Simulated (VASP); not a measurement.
# AgI (F-43m) in VASP: notebook

Runs on AgI. Level: PBEsol. Tasks: relaxation of cell and atoms.

Program: VASP 6.6.1. These are calculated values, not measurements. Logs are shortened: lines on timing, memory, paths and dates and some standing lists are left out, and cuts for length are marked.

### Step 1. The cell of the first run

The structure is cubic, space group F-43m (No. 216). Conventional cell: a = 6.450 Å, b = 6.450 Å, c = 6.450 Å, α = 90.00°, β = 90.00°, γ = 90.00°. Ag (site symmetry -43m) has 4 I at 2.79 Å within 3.7 Å. Within 3.7 Å of I (site symmetry -43m) lie 4 Ag at 2.79 Å.

### Step 2. Relaxation of cell and atoms, PBEsol, target pressure 1 GPa, at which the enthalpy is minimised

Input file INCAR:

```
PREC = Accurate
ENCUT = 500
EDIFF = 1E-7
ISMEAR = 0
SIGMA = 0.01
LREAL = False
LASPH = True
NELM = 120
ALGO = Normal
ISIF = 3
LWAVE = False
LCHARG = False
GGA = PS
IBRION = 2
NSW = 100
EDIFFG = -0.002
PSTRESS = 10.0
GGA_COMPAT = False
NELMIN = 4
```

Input file KPOINTS:

```
Automatic mesh
0
Gamma
  8 8 8
```

Input file POSCAR:

```
AgI
1.0
    0.0000000000      3.2250374338      3.2250374338
    3.2250374338      0.0000000000      3.2250374338
    3.2250374338      3.2250374338      0.0000000000
Ag I
1 1
Direct
    0.0000000000      0.0000000000      0.0000000000
    0.7500000000      0.7500000000      0.7500000000
```

Potentials or basis: VASP PAW PBE potentials, release 64 (Ag, I).

The run is started by

```
> cat potpaw_PBE.64/Ag/POTCAR potpaw_PBE.64/I/POTCAR > POTCAR
> mpirun -np 1 vasp_std > vasp.out
```

OUTCAR:

```text
PREC = Accurate
   ENCUT = 500
   EDIFF = 1E-7
   ISMEAR = 0
   LREAL = False
   LASPH = True
   NELM = 120
   ISIF = 3
   GGA = PS
   IBRION = 2
   NSW = 100
   EDIFFG = -0.002
   PSTRESS = 10.0
   NELMIN = 4

 ion  position               nearest neighbor table
   1  0.000  0.000  0.000-   2 2.79   2 2.79   2 2.79   2 2.79
   2  0.750  0.750  0.750-   1 2.79   1 2.79   1 2.79   1 2.79

  LATTYP: Found a face centered cubic cell.
 ALAT       =     6.4500748676

  Lattice vectors:

 A1 = (   0.0000000000,   3.2250374338,   3.2250374338)
 A2 = (   3.2250374338,   0.0000000000,   3.2250374338)
 A3 = (   3.2250374338,   3.2250374338,   0.0000000000)

Analysis of symmetry for initial positions (statically):
=====================================================================
 Subroutine PRICEL returns:
 Original cell was already a primitive cell.

 Routine SETGRP: Setting up the symmetry group for a
 face centered cubic supercell.

 Subroutine GETGRP returns: Found 24 space group operations
 (whereof 24 operations were pure point group operations)
 out of a pool of 48 trial point group operations.

The static configuration has the point symmetry T_d .

Analysis of symmetry for dynamics (positions and initial velocities):
=====================================================================
 Subroutine PRICEL returns:
 Original cell was already a primitive cell.

 Routine SETGRP: Setting up the symmetry group for a
 face centered cubic supercell.

 Subroutine GETGRP returns: Found 24 space group operations
 (whereof 24 operations were pure point group operations)
 out of a pool of 48 trial point group operations.

The dynamic configuration has the point symmetry T_d .

 Subroutine INISYM returns: Found 24 space group operations
 (whereof 24 operations are pure point group operations),
 and found     1 'primitive' translations

----------------------------------------------------------------------------------------

                                     Primitive cell

  volume of cell :      67.0864

  direct lattice vectors                    reciprocal lattice vectors
     0.000000000  3.225037434  3.225037434    -0.155036960  0.155036960  0.155036960
     3.225037434  0.000000000  3.225037434     0.155036960 -0.155036960  0.155036960
     3.225037434  3.225037434  0.000000000     0.155036960  0.155036960 -0.155036960

  length of vectors
[... 106 lines left out ...]
   LORBIT       =      0    0 simple, 1 ext, 2 COOP (PROOUT), +10 PAW based schemes
   GGA     = PS    functional components
   LHFCALC =     F    Hartree Fock is set to
   AEXX    =    0.0000 exact exchange contribution
   IVDW    =     0    specifies the selected vdW correction
   LEPSILON=     F    determine dielectric tensor
   LRPA    =     F    only Hartree local field effects (RPA)
 conjugate gradient relaxation of ions
 non-spin polarized calculation
 Gauss-broadening in eV      SIGMA  =   0.01
  energy-cutoff  :      500.00
  volume of cell :       67.09
 maximum number of plane-waves:      1727
 NGX is ok and might be reduce to    36
   NGX = 17   NGY = 17   NGZ = 17

--------------------------------------- Ionic step        1  -------------------------------------------

 number of electron      17.9999998 magnetization

 Free energy of the ion-electron system (eV)
  ---------------------------------------------------
  ext. energy  EPLUGINS =         0.00000000
  ---------------------------------------------------
  free energy    TOTEN  =        -5.45484128 eV

  energy without entropy =       -5.45484128  energy(sigma->0) =       -5.45484128

------------------------ aborting loop because EDIFF is reached ----------------------------------------

  FORCE on cell =-STRESS in cart. coord.  units (eV):
  Direction    XX          YY          ZZ          XY          YZ          ZX
  --------------------------------------------------------------------------------------
  -------------------------------------------------------------------------------------
  Total       -0.0130631     -0.0130631     -0.0130631      0.0000000      0.0000000      0.0000000
  in kB       -0.3119758     -0.3119758     -0.3119758      0.0000000      0.0000000      0.0000000
  external PRESSURE =     -10.3119758 kB  Pullay stress =      10.0000000 kB
[... 97 lines left out ...]
  energy  without entropy=       -5.4493712341  energy(sigma->0) =       -5.44937123

  enthalpy is  TOTEN    =        -5.0423700393 eV   P V=        0.4070011949

[... ionic steps 4 to 12 ...]

--------------------------------------- Ionic step       13  -------------------------------------------

 number of electron      17.9999999 magnetization

------------------------ aborting loop because EDIFF is reached ----------------------------------------
[... 71 lines left out ...]
--------------------------------------- Ionic step       15  -------------------------------------------

 number of electron      18.0000000 magnetization

 Free energy of the ion-electron system (eV)
  ---------------------------------------------------
  ext. energy  EPLUGINS =         0.00000000
  ---------------------------------------------------
  free energy    TOTEN  =        -5.44942514 eV

  energy without entropy =       -5.44942514  energy(sigma->0) =       -5.44942514

 E-fermi :   3.6464     XC(G=0):  -8.8663

 val. band max:        3.5679915198   @ k =   0.0000   0.0000   0.0000
 cond. band min:       4.7668796692   @ k =   0.0000   0.0000   0.0000
 fundamental gap:      1.1988881493
 Fermi energy:         3.6463967655

 k-point     1 :       0.0000    0.0000    0.0000
  band No.  band energies     occupation
      1      -9.5635      2.00000
      2      -0.9782      2.00000
      3      -0.9782      2.00000
      4      -0.9782      2.00000
      5       0.2566      2.00000
      6       0.2566      2.00000
      7       3.5680      2.00000
      8       3.5680      2.00000
      9       3.5680      2.00000
     10       4.7669      0.00000
     11       9.1477      0.00000
     12       9.1477      0.00000
     13       9.1477      0.00000
[... 354 lines left out ...]
  band No.  band energies     occupation
      1      -9.1717      2.00000
      2      -0.8883      2.00000
      3      -0.8036      2.00000
      4      -0.6127      2.00000
      5       0.2143      2.00000
      6       0.3029      2.00000
      7       0.5257      2.00000
      8       1.8507      2.00000
      9       2.3522      2.00000
     10       7.4124      0.00000
     11       8.7890      0.00000
     12      10.0084      0.00000
     13      11.1023      0.00000

 [... further k-points ...]
[... 5 lines left out ...]
  --------------------------------------------------------------------------------------
  -------------------------------------------------------------------------------------
  Total        0.4052328      0.4052328      0.4052328      0.0000000      0.0000000     -0.0000000
  in kB        9.9552077      9.9552077      9.9552077      0.0000000      0.0000000     -0.0000000
  external PRESSURE =      -0.0447923 kB  Pullay stress =      10.0000000 kB
[... 21 lines left out ...]
  energy  without entropy=       -5.4494251446  energy(sigma->0) =       -5.44942514

  enthalpy is  TOTEN    =        -5.0423690484 eV   P V=        0.4070560962

 reached required accuracy - stopping structural energy minimisation
```

Run time: 91 s. Hardware: 1 thread of AMD EPYC 9R45 (Zen 5), shared host; peak memory 0.2 GiB.

Results:

```
Free energy                                            : -5.4494 eV
Relaxed volume                                         : 32.61 Å³/atom
Relaxed cell                                           : a = 4.518 Å, b = 4.518 Å, c = 4.518 Å, α = 60.00°, β = 60.00°, γ = 60.00°
Space group after relaxing (to 0.05 Å)                 : F-43m (No. 216)
Energy change on relaxing (the enthalpy is what falls) : +2.7 meV/atom
Ionic steps                                            : 15
Pressure after relaxing                                : 1.0 GPa
Band gap on the k mesh                                 : 1.20 eV, direct
```

Step by step:
```tsv
step	energy change (eV)	largest force (eV/Å)	pressure (GPa)	volume (Å³)
1	0.0000	0.0000	-0.03	67.09
2	0.0068	0.0000	1.12	65.01
3	0.0055	0.0000	1.05	65.21
4	0.0050	0.0000	0.97	65.29
5	0.0052	0.0000	0.97	65.25
6	0.0052	0.0000	0.98	65.25
7	0.0052	0.0000	0.98	65.25
8	0.0052	0.0000	0.98	65.25
9	0.0052	0.0000	0.98	65.25
10	0.0052	0.0000	0.98	65.25
11	0.0052	0.0000	0.98	65.25
12	0.0053	0.0000	0.98	65.24
13	0.0053	0.0000	0.98	65.24
14	0.0053	0.0000	0.98	65.23
15	0.0054	0.0000	1.00	65.22
```

Final structure:
```cif
data_structure
_symmetry_space_group_name_H-M 'P 1'
_symmetry_Int_Tables_number 1
_cell_length_a 4.5181
_cell_length_b 4.5181
_cell_length_c 4.5181
_cell_angle_alpha 60.000
_cell_angle_beta 60.000
_cell_angle_gamma 60.000
_cell_volume 65.22
loop_
_atom_site_label
_atom_site_type_symbol
_atom_site_fract_x
_atom_site_fract_y
_atom_site_fract_z
_atom_site_occupancy
Ag1 Ag 0.00000 0.00000 0.00000 1
I1 I 0.75000 0.75000 0.75000 1
```

Caveat: the cell is relaxed towards a set pressure, so the enthalpy falls and the energy may rise; the PAW data sets were made with another functional, which shifts forces and pressure a little; spin-orbit coupling is left out, which moves the levels of the heavy elements. As with any semilocal functional, this PBEsol gap is likely too small.

### Step 3. Relaxation of cell and atoms, PBEsol, target pressure 2 GPa, at which the enthalpy is minimised

Input file INCAR:

```
SYSTEM = AgI
PREC = Accurate
ENCUT = 500
EDIFF = 1E-7
ISMEAR = 0
SIGMA = 0.01
LREAL = .FALSE.
LASPH = .TRUE.
NELM = 120
ALGO = Normal
ISIF = 3
LWAVE = .FALSE.
LCHARG = .FALSE.
GGA = PS
IBRION = 2
NSW = 100
EDIFFG = -0.002
PSTRESS = 20.0
GGA_COMPAT = .FALSE.
NELMIN = 4
```

Input file KPOINTS:

```
Automatic mesh
0
G
  8 8 8
  0 0 0
```

POSCAR is that of step 2.

Potentials or basis: VASP PAW PBE potentials, release 64 (Ag, I).

The run is started by

```
> cat potpaw_PBE.64/Ag/POTCAR potpaw_PBE.64/I/POTCAR > POTCAR
> mpirun -np 1 vasp_std > vasp.out
```

Run time: 39 s. Hardware: 1 thread of AMD EPYC 9R45 (Zen 5), shared host; peak memory 0.19 GiB.

It converged, with:

```
Free energy                                            : -5.4350 eV
Relaxed volume                                         : 31.83 Å³/atom
Relaxed cell                                           : a = 4.482 Å, b = 4.482 Å, c = 4.482 Å, α = 60.00°, β = 60.00°, γ = 60.00°
Space group after relaxing (to 0.05 Å)                 : F-43m (No. 216)
Energy change on relaxing (the enthalpy is what falls) : +9.9 meV/atom
Ionic steps                                            : 3
Pressure after relaxing                                : 2.0 GPa
Band gap on the k mesh                                 : 1.20 eV, direct
```

The path:
```tsv
step	energy change (eV)	largest force (eV/Å)	pressure (GPa)	volume (Å³)
1	0.0000	0.0000	-0.03	67.09
2	0.0285	0.0000	2.46	63.04
3	0.0198	0.0000	2.00	63.67
```

Final structure:
```
Ag I
1.0
     0.00000    3.16932    3.16932
     3.16932    0.00000    3.16932
     3.16932    3.16932    0.00000
Ag I
1 1
Direct
  0.00000 0.00000 0.00000
  0.75000 0.75000 0.75000
```

Levels at points of the mesh, in eV from the valence-band top:
| k point | band 5 | band 6 | band 7 | band 8 | band 9 | band 10 | band 11 | band 12 | band 13 |
| --- | --- | --- | --- | --- | --- | --- | --- | --- | --- |
| (0.00, 0.00, 0.00) | -3.43 | -3.43 | 0.00 | 0.00 | 0.00 | 1.20 | 5.53 | 5.53 | 5.53 |
| (0.50, 0.00, 0.00) | -3.40 | -3.40 | -3.26 | -0.84 | -0.84 | 2.60 | 6.05 | 6.05 | 7.18 |
| (0.50, 0.50, 0.00) | -3.33 | -3.30 | -2.92 | -2.06 | -2.06 | 3.27 | 3.71 | 8.63 | 9.81 |

Caveat: the cell is relaxed towards a set pressure, so the enthalpy falls and the energy may rise; the PAW data sets were made with another functional, which shifts forces and pressure a little; spin-orbit coupling is left out, which moves the levels of the heavy elements. PBEsol gaps usually lie below the measured ones, often by a third to a half.

### Step 4. Relaxation of cell and atoms, PBEsol, target pressure 4 GPa, at which the enthalpy is minimised

Input file INCAR:

```
ALGO = Normal ; EDIFF = 1E-7
EDIFFG = -0.002 ; ENCUT = 500
GGA = PS ; GGA_COMPAT = False
IBRION = 2 ; ISIF = 3
ISMEAR = 0 ; LASPH = True
LCHARG = False ; LREAL = False
LWAVE = False ; NELM = 120
NELMIN = 4 ; NSW = 100
PREC = Accurate ; PSTRESS = 40.0
SIGMA = 0.01
```

Input file KPOINTS:

```
k-points
0
Gamma
  8 8 8
```

POSCAR is that of step 3.

The run is started by

```
> cat potpaw_PBE.64/Ag/POTCAR potpaw_PBE.64/I/POTCAR > POTCAR
> mpirun -np 1 vasp_std > vasp.out
```

Run time: 41 s. Hardware: 1 thread of AMD EPYC 9R45 (Zen 5), shared host; peak memory 0.19 GiB.

It converged, with:

```yaml
Free_energy: -5.3884 eV
Relaxed_volume: 30.57 Å³/atom
Relaxed_cell: a = 4.422 Å, b = 4.422 Å, c = 4.422 Å, α = 60.00°, β = 60.00°, γ = 60.00°
Space_group_after_relaxing_to_0.05_Å: F-43m (No. 216)
Energy_change_on_relaxing_the_enthalpy_is_what_falls: +33.2 meV/atom
Ionic_steps: 3
Pressure_after_relaxing: 4.0 GPa
Band_gap_on_the_k_mesh: 1.20 eV, direct
```

Step by step:
```csv
step,energy change (eV),largest force (eV/Å),pressure (GPa),volume (Å³)
1,0.0000,0.0000,-0.03,67.09
2,0.1256,0.0000,5.90,59.22
3,0.0665,0.0000,4.00,61.15
```

Final structure:
```yaml
crystal:
  lattice:
    - [0.00000, 3.12689, 3.12689]
    - [3.12689, 0.00000, 3.12689]
    - [3.12689, 3.12689, 0.00000]
  atoms:
    - { symbol: Ag, position: [0.00000, 0.00000, 0.00000] }
    - { symbol: I, position: [0.75000, 0.75000, 0.75000] }
```

Levels at points of the mesh, in eV from the valence-band top:
```csv
k point,band 6,band 7,band 8,band 9,band 10,band 11,band 12,band 13
"(0.00, 0.00, 0.00)",-3.65,0.00,0.00,0.00,1.20,5.45,5.45,5.45
"(0.50, 0.00, 0.00)",-3.61,-3.45,-0.91,-0.91,2.57,5.99,5.99,7.22
"(0.50, 0.50, 0.00)",-3.50,-3.10,-2.22,-2.22,3.15,3.67,8.79,9.96
```

Caveat: the cell is relaxed towards a set pressure, so the enthalpy falls and the energy may rise; the PAW data sets were made with another functional, which shifts forces and pressure a little; spin-orbit coupling is left out, which moves the levels of the heavy elements. As with any semilocal functional, this PBEsol gap is likely too small.

### Step 5. Relaxation of cell and atoms, PBEsol, target pressure 7 GPa, at which the enthalpy is minimised

Input file INCAR:

```
PREC = Accurate
ENCUT = 500
EDIFF = 1E-7
ISMEAR = 0
SIGMA = 0.01
LREAL = F
LASPH = T
NELM = 120
ALGO = Normal
ISIF = 3
LWAVE = F
LCHARG = F
GGA = PS
IBRION = 2
NSW = 100
EDIFFG = -0.002
PSTRESS = 70.0
GGA_COMPAT = F
NELMIN = 4
```

Input file KPOINTS:

```
Automatic mesh
0
Gamma
  8 8 8
```

POSCAR is that of step 4.

The run is started by

```
> cat potpaw_PBE.64/Ag/POTCAR potpaw_PBE.64/I/POTCAR > POTCAR
> mpirun -np 1 vasp_std > vasp.out
```

Run time: 68 s. Hardware: 1 thread of AMD EPYC 9R45 (Zen 5), shared host; peak memory 0.19 GiB.

It converged, with:

| Item | Value |
| --- | --- |
| Free energy | -5.2898 eV |
| Relaxed volume | 29.12 Å³/atom |
| Relaxed cell | a = 4.351 Å, b = 4.351 Å, c = 4.351 Å, α = 60.00°, β = 60.00°, γ = 60.00° |
| Space group after relaxing (to 0.05 Å) | F-43m (No. 216) |
| Energy change on relaxing (the enthalpy is what falls) | +82.5 meV/atom |
| Ionic steps | 6 |
| Pressure after relaxing | 7.0 GPa |
| Band gap on the k mesh | 1.20 eV, direct |

The path:
| step | energy change (eV) | largest force (eV/Å) | pressure (GPa) | volume (Å³) |
| --- | --- | --- | --- | --- |
| 1 | 0.0000 | 0.0000 | -0.03 | 67.09 |
| 2 | 0.4446 | 0.0000 | 13.60 | 53.78 |
| 3 | 0.1627 | 0.0000 | 6.93 | 58.29 |
| 4 | 0.1700 | 0.0000 | 7.13 | 58.13 |
| 5 | 0.1622 | 0.0000 | 6.93 | 58.30 |
| 6 | 0.1650 | 0.0000 | 6.99 | 58.24 |

Final structure:
```
CELL_PARAMETERS angstrom
0.00000 3.07653 3.07653
3.07653 0.00000 3.07653
3.07653 3.07653 0.00000
ATOMIC_POSITIONS crystal
Ag 0.00000 0.00000 0.00000
I 0.75000 0.75000 0.75000
```

Levels at points of the mesh, in eV from the valence-band top:
| k point | band 7 | band 8 | band 9 | band 10 | band 11 | band 12 |
| --- | --- | --- | --- | --- | --- | --- |
| (0.00, 0.00, 0.00) | 0.00 | 0.00 | 0.00 | 1.20 | 5.34 | 5.34 |
| (0.50, 0.00, 0.00) | -3.71 | -1.00 | -1.00 | 2.53 | 5.91 | 5.91 |
| (0.50, 0.50, 0.00) | -3.34 | -2.42 | -2.42 | 3.01 | 3.60 | 9.00 |

Caveat: the cell is relaxed towards a set pressure, so the enthalpy falls and the energy may rise; the PAW data sets were made with another functional, which shifts forces and pressure a little; spin-orbit coupling is left out, which moves the levels of the heavy elements.

### Step 6. Summary

```tsv
cell	gap on the mesh (eV)	pressure (GPa)
relaxed to 1 GPa	1.20	1.0
relaxed to 2 GPa	1.20	2.0
relaxed to 4 GPa	1.20	4.0
relaxed to 7 GPa	1.20	7.0
```

Alike in all rows: task relaxation of cell and atoms; level PBEsol; potentials or basis VASP PAW PBE potentials, release 64 (Ag, I); no spin polarisation; k mesh 8 × 8 × 8; cutoff (eV) 500; smearing gaussian 0.01 eV.

Caveats: the cell is relaxed towards a set pressure, so the enthalpy falls and the energy may rise; the PAW data sets were made with another functional, which shifts forces and pressure a little; spin-orbit coupling is left out, which moves the levels of the heavy elements.

Total energies depend on the potentials used, so only differences within one code and one set of settings carry meaning.
